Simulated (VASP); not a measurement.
A run of VASP 6.6.1:

Contents of POSCAR:

```
Ge
1.0
    0.0000000000      2.8374271100      2.8374271100
    2.8374271100      0.0000000000      2.8374271100
    2.8374271100      2.8374271100      0.0000000000
Ge
2
Direct
    0.0000000000      0.0000000000      0.0000000000
    0.2500000000      0.2500000000      0.2500000000
```

INCAR.step1

```
SYSTEM = Ge
  ALGO = Normal
  EDIFF = 1E-4
  ENCUT = 520
  GGA = PE
  ISMEAR = 0
  LASPH = .True.
  LCHARG = .False.
  LREAL = .False.
  LWAVE = .True.
  NBANDS = 21
  NELM = 60
  PREC = Accurate
  SIGMA = 0.02
```

INCAR.step2

```
SYSTEM = Ge
  ALGO = Normal
  EDIFF = 1E-6
  ENCUT = 520
  ISIF = 2
  ISMEAR = 0
  ISTART = 1
  LASPH = .True.
  LCHARG = .False.
  LMIXTAU = .True.
  LREAL = .False.
  LWAVE = .False.
  METAGGA = R2SCAN
  NBANDS = 21
  NELM = 60
  PREC = Accurate
  SIGMA = 0.02
```

File KPOINTS:

```
k-points
0
Gamma
  12 12 12
  0 0 0
```

Potentials or basis: VASP PAW PBE potentials, release 64 (Ge_d).

Launch:

```console
$ cat potpaw_PBE.64/Ge_d/POTCAR > POTCAR
$ cp INCAR.step1 INCAR
$ mpirun -np 1 vasp_std > vasp.out
$ cp INCAR.step2 INCAR
$ mpirun -np 1 vasp_std > vasp.out
```

Hardware: 1 thread of Intel(R) Xeon(R) Platinum 8559C (Emerald Rapids), on a shared host.

**Question.** How long does it take, and how much memory?

**Answer.** Wall time 100 s on 1 thread of Intel(R) Xeon(R) Platinum 8559C (Emerald Rapids), with other jobs on the host, peak memory 0.19 GiB. Counts: k points 72.
